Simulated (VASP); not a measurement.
# BeTe (F-43m) in VASP: a series of runs

BeTe is run at these levels: PBE, PBEsol; tasks: single point.

Program: VASP 6.6.1. These are calculated values, not measurements. Logs are shortened: lines on timing, memory, paths and dates and some standing lists are left out, and cuts for length are marked.

**1. The cell of the first run**

It takes space group F-43m (No. 216, cubic). Conventional cell: a = 5.540 Å, b = 5.540 Å, c = 5.540 Å, α = 90.00°, β = 90.00°, γ = 90.00°. Within 3.2 Å of Te (site symmetry -43m) lie 4 Be at 2.40 Å. Within 3.2 Å of Be (site symmetry -43m) lie 4 Te at 2.40 Å.

**2. Single point, PBE**

File INCAR:

```
  PREC = Accurate
  ENCUT = 520
  EDIFF = 1E-7
  ISMEAR = 0
  SIGMA = 0.020999999999999998
  LREAL = F
  LASPH = T
  NELM = 60
  ALGO = Normal
  ISIF = 2
  LWAVE = F
  LCHARG = F
  GGA = PE
  NBANDS = 11
```

File KPOINTS:

```
Automatic mesh
0
Gamma
  8 8 8
```

File POSCAR:

```
BeTe
1.0
    0.0000000000      2.7700000000      2.7700000000
    2.7700000000      0.0000000000      2.7700000000
    2.7700000000      2.7700000000      0.0000000000
Te Be
1 1
Direct
    0.7500000000      0.7500000000      0.7500000000
    0.0000000000      0.0000000000      0.0000000000
```

Potentials or basis: VASP PAW PBE potentials, release 64 (Te, Be).

The run is started by

```sh
> cat potpaw_PBE.64/Te/POTCAR potpaw_PBE.64/Be/POTCAR > POTCAR
> mpirun -np 1 vasp_std > vasp.out
```

OUTCAR:

```text
PREC = Accurate
   ENCUT = 520
   EDIFF = 1E-7
   ISMEAR = 0
   LREAL = F
   LASPH = T
   NELM = 60
   ISIF = 2
   GGA = PE

 ion  position               nearest neighbor table
   1  0.750  0.750  0.750-   2 2.40   2 2.40   2 2.40   2 2.40
   2  0.000  0.000  0.000-   1 2.40   1 2.40   1 2.40   1 2.40

  LATTYP: Found a face centered cubic cell.
 ALAT       =     5.5400000000

  Lattice vectors:

 A1 = (   0.0000000000,   2.7700000000,   2.7700000000)
 A2 = (   2.7700000000,   0.0000000000,   2.7700000000)
 A3 = (   2.7700000000,   2.7700000000,   0.0000000000)

Analysis of symmetry for initial positions (statically):
=====================================================================
 Subroutine PRICEL returns:
 Original cell was already a primitive cell.

 Routine SETGRP: Setting up the symmetry group for a
 face centered cubic supercell.

 Subroutine GETGRP returns: Found 24 space group operations
 (whereof 24 operations were pure point group operations)
 out of a pool of 48 trial point group operations.

The static configuration has the point symmetry T_d .

Analysis of symmetry for dynamics (positions and initial velocities):
=====================================================================
 Subroutine PRICEL returns:
 Original cell was already a primitive cell.

 Routine SETGRP: Setting up the symmetry group for a
 face centered cubic supercell.

 Subroutine GETGRP returns: Found 24 space group operations
 (whereof 24 operations were pure point group operations)
 out of a pool of 48 trial point group operations.

The dynamic configuration has the point symmetry T_d .

 Subroutine INISYM returns: Found 24 space group operations
 (whereof 24 operations are pure point group operations),
 and found     1 'primitive' translations

----------------------------------------------------------------------------------------

                                     Primitive cell

  volume of cell :      42.5079

  direct lattice vectors                    reciprocal lattice vectors
     0.000000000  2.770000000  2.770000000    -0.180505415  0.180505415  0.180505415
     2.770000000  0.000000000  2.770000000     0.180505415 -0.180505415  0.180505415
     2.770000000  2.770000000  0.000000000     0.180505415  0.180505415 -0.180505415

  length of vectors
     3.917371568  3.917371568  3.917371568     0.312644550  0.312644550  0.312644550

  position of ions in fractional coordinates (direct lattice)
     0.750000000  0.750000000  0.750000000
     0.000000000  0.000000000  0.000000000

  ion indices of the primitive-cell ions
   primitive index   ion index
                 1           1
                 2           2

----------------------------------------------------------------------------------------

 KPOINTS: Automatic mesh

Automatic generation of k-mesh.
 Grid dimensions read from file:
 generate k-points for:    8    8    8

 Generating k-lattice:

  Cartesian coordinates                     Fractional coordinates (reciprocal lattice)
    -0.022563177  0.022563177  0.022563177     0.125000000  0.000000000  0.000000000
     0.022563177 -0.022563177  0.022563177     0.000000000  0.125000000  0.000000000
     0.022563177  0.022563177 -0.022563177     0.000000000  0.000000000  0.125000000

  Length of vectors
     0.039080569  0.039080569  0.039080569

  Shift w.r.t. Gamma in fractional coordinates (k-lattice)
     0.000000000  0.000000000  0.000000000

 Subroutine IBZKPT returns following result:
 ===========================================

 Found     29 irreducible k-points:

 Following reciprocal coordinates:
            Coordinates               Weight
  0.000000  0.000000  0.000000      1.000000
  0.125000  0.000000  0.000000      8.000000
  0.250000  0.000000  0.000000      8.000000
  0.375000  0.000000  0.000000      8.000000
  0.500000  0.000000  0.000000      4.000000
  0.125000  0.125000  0.000000      6.000000
[... 16 lines left out ...]
  0.500000  0.250000  0.125000     48.000000
 -0.375000  0.250000  0.125000     24.000000
 [... further k-points ...]
   k-points           NKPTS =     29   k-points in BZ     NKDIM =     29   number of bands    NBANDS=     11
   number of dos      NEDOS =    301   number of ions     NIONS =      2
   total plane-waves  NPLWV =  27000
   dimension x,y,z NGX =    30 NGY =   30 NGZ =   30
   dimension x,y,z NGXF=    60 NGYF=   60 NGZF=   60
   ions per type =               1   1
   NGX,Y,Z   is equivalent  to a cutoff of  12.73, 12.73, 12.73 a.u.
   NGXF,Y,Z  is equivalent  to a cutoff of  25.46, 25.46, 25.46 a.u.
 SYSTEM =  unknown system
   PREC   = accura    normal or accurate (medium, high low for compatibility)
   ISTART =      0    job   : 0-new  1-cont  2-samecut
   ICHARG =      2    charge: 1-file 2-atom 10-const
   ISPIN  =      1    spin polarized calculation?
   LNONCOLLINEAR =      F non collinear calculations
   LSORBIT =      F    spin-orbit coupling
[... 37 lines left out ...]
  volume of cell :       42.51
 maximum number of plane-waves:      1162
 NGX is ok and might be reduce to    30
   NGX = 15   NGY = 15   NGZ = 15

 number of electron       8.0000000 magnetization

 Free energy of the ion-electron system (eV)
  ---------------------------------------------------
  ext. energy  EPLUGINS =         0.00000000
  ---------------------------------------------------
  free energy    TOTEN  =        -7.58477404 eV

  energy without entropy =       -7.58477404  energy(sigma->0) =       -7.58477404

 E-fermi :   5.7654     XC(G=0):  -9.2569

 val. band max:        5.6644889138   @ k =   0.0000   0.0000   0.0000
 cond. band min:       7.5118595768   @ k =   0.5000   0.5000   0.0000
 fundamental gap:      1.8473706629
 Fermi energy:         5.7654057693

 k-point     1 :       0.0000    0.0000    0.0000
  band No.  band energies     occupation
      1      -6.9704      2.00000
      2       5.6645      2.00000
      3       5.6645      2.00000
      4       5.6645      2.00000
      5       9.2287      0.00000
      6       9.2287      0.00000
      7       9.2287      0.00000
      8       9.8556      0.00000
      9      14.0509      0.00000
     10      16.0119      0.00000
     11      16.0119      0.00000

 k-point     2 :       0.1250    0.0000    0.0000
  band No.  band energies     occupation
      1      -6.8118      2.00000
      2       4.2841      2.00000
      3       5.4064      2.00000
      4       5.4064      2.00000
      5       9.2789      0.00000
      6       9.5980      0.00000
      7       9.5980      0.00000
      8      11.0757      0.00000
      9      14.4722      0.00000
     10      15.0172      0.00000
     11      15.0172      0.00000

 k-point     3 :       0.2500    0.0000    0.0000
  band No.  band energies     occupation
      1      -6.3714      2.00000
      2       2.1709      2.00000
      3       4.9333      2.00000
      4       4.9333      2.00000
      5       9.0906      0.00000
      6      10.1512      0.00000
      7      10.1512      0.00000
      8      12.9493      0.00000
      9      14.7394      0.00000
     10      14.7394      0.00000
     11      14.8077      0.00000

 k-point     4 :       0.3750    0.0000    0.0000
  band No.  band energies     occupation
      1      -5.8016      2.00000
      2       0.4857      2.00000
      3       4.5740      2.00000
      4       4.5740      2.00000
      5       8.9316      0.00000
      6      10.2697      0.00000
      7      10.2697      0.00000
      8      13.5354      0.00000
      9      15.7094      0.00000
     10      15.8502      0.00000
     11      15.8502      0.00000
[... 239 lines left out ...]
 k-point    22 :       0.3750    0.2500    0.1250
  band No.  band energies     occupation
      1      -6.0050      2.00000
      2       1.9282      2.00000
      3       3.2459      2.00000
      4       4.3438      2.00000
      5       9.2279      0.00000
      6      10.6821      0.00000
      7      11.0268      0.00000
      8      12.0771      0.00000
      9      14.9054      0.00000
     10      16.4272      0.00000
     11      17.0221      0.00000

 k-point    23 :       0.5000    0.2500    0.1250
  band No.  band energies     occupation
      1      -5.4953      2.00000
      2       0.7894      2.00000
      3       2.6929      2.00000
      4       3.8511      2.00000
      5       9.6986      0.00000
      6      10.4067      0.00000
      7      11.6702      0.00000
      8      12.7178      0.00000
      9      15.6531      0.00000
     10      16.2183      0.00000
     11      18.1220      0.00000

 k-point    24 :      -0.3750    0.2500    0.1250
  band No.  band energies     occupation
      1      -5.2331      2.00000
      2       0.2476      2.00000
      3       2.5866      2.00000
      4       3.6100      2.00000
      5       9.8499      0.00000
      6      10.1084      0.00000
      7      12.4872      0.00000
      8      13.5784      0.00000
      9      14.2612      0.00000
     10      17.3732      0.00000
     11      17.7599      0.00000

 [... further k-points ...]

------------------------ aborting loop because EDIFF is reached ----------------------------------------

  FORCE on cell =-STRESS in cart. coord.  units (eV):
  Direction    XX          YY          ZZ          XY          YZ          ZX
  --------------------------------------------------------------------------------------
  -------------------------------------------------------------------------------------
  Total        1.1823910      1.1823910      1.1823910     -0.0000000     -0.0000000     -0.0000000
  in kB       44.5658718     44.5658718     44.5658718     -0.0000000     -0.0000000     -0.0000000
  external PRESSURE =      44.5658718 kB  Pullay stress =       0.0000000 kB

 VOLUME and BASIS-vectors are now :
 -----------------------------------------------------------------------------
  energy-cutoff  :      520.00
  volume of cell :       42.51
      direct lattice vectors                 reciprocal lattice vectors
     0.000000000  2.770000000  2.770000000    -0.180505415  0.180505415  0.180505415
     2.770000000  0.000000000  2.770000000     0.180505415 -0.180505415  0.180505415
     2.770000000  2.770000000  0.000000000     0.180505415  0.180505415 -0.180505415

 POSITION                                       TOTAL-FORCE (eV/Angst)
 -----------------------------------------------------------------------------------
      4.15500      4.15500      4.15500        -0.000000      0.000000      0.000000
      0.00000      0.00000      0.00000         0.000000     -0.000000     -0.000000
 -----------------------------------------------------------------------------------
    total drift:                               -0.000000     -0.000000     -0.000000

  FREE ENERGIE OF THE ION-ELECTRON SYSTEM (eV)
  ---------------------------------------------------
  free  energy   TOTEN  =        -7.5847740372 eV

  energy  without entropy=       -7.5847740372  energy(sigma->0) =       -7.58477404
```

It took 29 s on 1 thread of AMD EPYC 7R13, shared host; peak memory 0.14 GiB.

What came out:

- Free energy: -7.5848 eV
- Pressure: 4.5 GPa
- Band gap on the k mesh: 1.85 eV, indirect (least direct gap 3.56 eV)

Caveat: spin-orbit coupling is left out, which moves the levels of the heavy elements.

**3. Single point, PBEsol**

This run uses another cell than the first one, of 16.57 Å³/atom, 0.779 times its volume.

File INCAR:

```
SYSTEM = BeTe
ALGO = Normal
EDIFF = 1E-6
ENCUT = 520
GGA = PS
ISIF = 2
ISMEAR = -1
LASPH = .True.
LCHARG = .False.
LREAL = .False.
LWAVE = .False.
NBANDS = 11
NELM = 80
PREC = Accurate
SIGMA = 0.05
```

File KPOINTS:

```
k-points
0
Gamma
  8 8 8
  0 0 0
```

File POSCAR:

```
BeTe
1.0
    0.0000000000      2.5492218114      2.5492218114
    2.5492218114      0.0000000000      2.5492218114
    2.5492218114      2.5492218114      0.0000000000
Te Be
1 1
Direct
    0.7500000000      0.7500000000      0.7500000000
    0.0000000000      0.0000000000      0.0000000000
```

Potentials or basis: VASP PAW PBE potentials, release 64 (Te, Be).

The run is started by

```sh
> cat potpaw_PBE.64/Te/POTCAR potpaw_PBE.64/Be/POTCAR > POTCAR
> mpirun -np 1 vasp_std > vasp.out
```

Wall time 10 s (1 thread of Intel Xeon Platinum 8375C at 2.90GHz (Ice Lake), shared host); peak memory 0.15 GiB.

It converged, with:

| Item | Value |
| --- | --- |
| Free energy | -7.3804 eV |
| Pressure | 30.7 GPa |
| Band gap on the k mesh | 0.95 eV, indirect (least direct gap 3.20 eV) |

Levels at points of the mesh, in eV from the valence-band top:
```
           k point  band 2  band 3  band 4  band 5  band 6  band 7
(0.00, 0.00, 0.00)    0.00    0.00    0.00    3.20    3.20    3.20
(0.50, 0.00, 0.00)   -7.84   -1.76   -1.76    3.92    4.27    4.27
(0.50, 0.50, 0.00)   -7.01   -4.01   -4.01    0.95    2.02   11.65
```

Caveat: the PAW data sets were made with another functional, which shifts forces and pressure a little; spin-orbit coupling is left out, which moves the levels of the heavy elements. A hybrid or GW would open this gap; PBEsol tends to underestimate it.

**4. Single point, PBEsol**

This run uses another cell than the first one, of 17.73 Å³/atom, 0.834 times its volume.

File INCAR:

```
ALGO     = Normal         # electronic algorithm
EDIFF    = 1E-7           # SCF threshold, eV
ENCUT    = 520            # plane-wave cutoff, eV
GGA      = PS             # functional
ISIF     = 2              # what is computed and relaxed
ISMEAR   = -1             # smearing method
LASPH    = T              # aspherical terms in the spheres
LCHARG   = T              # write CHGCAR
LELF     = T              # ELF
LREAL    = F              # projectors in reciprocal space
LVHAR    = T            
LWAVE    = F              # write WAVECAR
NBANDS   = 11             # bands
NELM     = 80             # most SCF steps
PREC     = Accurate       # precision mode
SIGMA    = 0.05           # smearing width, eV
```

File KPOINTS:

```
k-points
0
Gamma
  8 8 8
```

File POSCAR:

```
BeTe
1.0
    0.0000000000      2.6076684334      2.6076684334
    2.6076684334      0.0000000000      2.6076684334
    2.6076684334      2.6076684334      0.0000000000
Te Be
1 1
Direct
    0.7500000000      0.7500000000      0.7500000000
    0.0000000000      0.0000000000      0.0000000000
```

The run is started by

```sh
> cat potpaw_PBE.64/Te/POTCAR potpaw_PBE.64/Be/POTCAR > POTCAR
> mpirun -np 1 vasp_std > vasp.out
```

Run time: 12 s. Hardware: 1 thread of Intel Xeon Platinum 8375C at 2.90GHz (Ice Lake), shared host; peak memory 0.16 GiB.

It converged, with:

- Free energy: -7.7496 eV
- Pressure: 20.5 GPa
- Band gap on the k mesh: 1.19 eV, indirect (least direct gap 3.32 eV)

Levels at points of the mesh, in eV from the valence-band top:
| k point | band 1 | band 2 | band 3 | band 4 | band 5 | band 6 | band 7 | band 8 |
| --- | --- | --- | --- | --- | --- | --- | --- | --- |
| (0.00, 0.00, 0.00) | -14.11 | 0.00 | 0.00 | 0.00 | 3.32 | 3.32 | 3.32 | 5.56 |
| (0.50, 0.00, 0.00) | -12.10 | -7.26 | -1.59 | -1.59 | 3.70 | 4.36 | 4.36 | 7.42 |
| (0.50, 0.50, 0.00) | -11.35 | -6.53 | -3.66 | -3.66 | 1.19 | 2.19 | 11.20 | 11.20 |

Caveat: the PAW data sets were made with another functional, which shifts forces and pressure a little; spin-orbit coupling is left out, which moves the levels of the heavy elements. A k mesh can miss the band edges.

**5. Single point, PBEsol**

This run uses another cell than the first one, of 19.36 Å³/atom, 0.911 times its volume.

File INCAR:

```
SYSTEM = BeTe
PREC = Accurate
ENCUT = 520
EDIFF = 1E-6
ISMEAR = -1
SIGMA = 0.05
LREAL = .FALSE.
LASPH = .TRUE.
NELM = 100
ALGO = Normal
ISIF = 2
LWAVE = .FALSE.
LCHARG = .FALSE.
GGA = PS
NBANDS = 11
```

File KPOINTS:

```
regular mesh
0
G
  8 8 8
  0 0 0
```

File POSCAR:

```
BeTe
1.0
    0.0000000000      2.6852269262      2.6852269262
    2.6852269262      0.0000000000      2.6852269262
    2.6852269262      2.6852269262      0.0000000000
Te Be
1 1
Direct
    0.7500000000      0.7500000000      0.7500000000
    0.0000000000      0.0000000000      0.0000000000
```

The run is started by

```sh
> cat potpaw_PBE.64/Te/POTCAR potpaw_PBE.64/Be/POTCAR > POTCAR
> mpirun -np 1 vasp_std > vasp.out
```

It took 9.5 s on 1 thread of Intel Xeon Platinum 8375C at 2.90GHz (Ice Lake), shared host; peak memory 0.15 GiB.

It converged, with:

```yaml
Free_energy: -8.0572 eV
Pressure: 10.4 GPa
Band_gap_on_the_k_mesh: 1.47 eV, indirect (least direct gap 3.45 eV)
```

Levels at points of the mesh, in eV from the valence-band top:
```tsv
k point	band 1	band 2	band 3	band 4	band 5	band 6	band 7	band 8	band 9
(0.00, 0.00, 0.00)	-13.37	0.00	0.00	0.00	3.45	3.45	3.45	4.82	8.39
(0.50, 0.00, 0.00)	-11.63	-6.57	-1.40	-1.40	3.43	4.46	4.46	7.55	11.49
(0.50, 0.50, 0.00)	-10.99	-5.96	-3.24	-3.24	1.47	2.38	10.62	10.62	12.36
```

Caveat: the PAW data sets were made with another functional, which shifts forces and pressure a little; spin-orbit coupling is left out, which moves the levels of the heavy elements. A k mesh can miss the band edges.

**6. Single point, PBEsol**

This run uses another cell than the first one, of 20.48 Å³/atom, 0.964 times its volume.

File INCAR:

```
  PREC = Accurate
  ENCUT = 520
  EDIFF = 1E-7
  ISMEAR = -1
  SIGMA = 0.05
  LREAL = False
  LASPH = True
  NELM = 100
  ALGO = Normal
  ISIF = 2
  LWAVE = False
  LCHARG = True
  GGA = PS
  LELF = True
  LVHAR = True
  NBANDS = 11
```

File KPOINTS:

```
regular mesh
0
Gamma
  8 8 8
```

File POSCAR:

```
BeTe
1.0
    0.0000000000      2.7360117358      2.7360117358
    2.7360117358      0.0000000000      2.7360117358
    2.7360117358      2.7360117358      0.0000000000
Te Be
1 1
Direct
    0.7500000000      0.7500000000      0.7500000000
    0.0000000000      0.0000000000      0.0000000000
```

Potentials or basis: VASP PAW PBE potentials, release 64 (Te, Be).

The run is started by

```sh
> cat potpaw_PBE.64/Te/POTCAR potpaw_PBE.64/Be/POTCAR > POTCAR
> mpirun -np 1 vasp_std > vasp.out
```

Run time: 14 s. Hardware: 1 thread of Intel Xeon Platinum 8375C at 2.90GHz (Ice Lake), shared host; peak memory 0.17 GiB.

It converged, with:

| Item | Value |
| --- | --- |
| Free energy | -8.1654 eV |
| Pressure | 5.3 GPa |
| Band gap on the k mesh | 1.63 eV, indirect (least direct gap 3.51 eV) |

Levels at points of the mesh, in eV from the valence-band top:
```
           k point  band 2  band 3  band 4  band 5  band 6  band 7
(0.00, 0.00, 0.00)    0.00    0.00    0.00    3.51    3.51    3.51
(0.50, 0.00, 0.00)   -6.16   -1.29   -1.29    3.27    4.51    4.51
(0.50, 0.50, 0.00)   -5.62   -3.00   -3.00    1.63    2.48   10.26
```

Caveat: the PAW data sets were made with another functional, which shifts forces and pressure a little; spin-orbit coupling is left out, which moves the levels of the heavy elements. A k mesh can miss the band edges.

**7. Summary**

```csv
level,cell,smearing,gap on the mesh (eV),pressure (GPa)
PBE,"a = 3.917 Å, angles 60.0°, 2 atoms",gaussian 0.021 eV,1.85,4.5
PBEsol,"a = 3.605 Å, angles 60.0°, 2 atoms",fermi-dirac 0.05 eV,0.95,30.7
PBEsol,"a = 3.688 Å, angles 60.0°, 2 atoms",fermi-dirac 0.05 eV,1.19,20.5
PBEsol,"a = 3.797 Å, angles 60.0°, 2 atoms",fermi-dirac 0.05 eV,1.47,10.4
PBEsol,"a = 3.869 Å, angles 60.0°, 2 atoms",fermi-dirac 0.05 eV,1.63,5.3
```

Alike in all rows: task single point; potentials or basis VASP PAW PBE potentials, release 64 (Te, Be); no spin polarisation; k mesh 8 × 8 × 8; cutoff (eV) 520.

Caveats: spin-orbit coupling is left out, which moves the levels of the heavy elements; the PAW data sets were made with another functional, which shifts forces and pressure a little (some runs).

Total energies depend on the potentials used, so only differences within one code and one set of settings carry meaning.
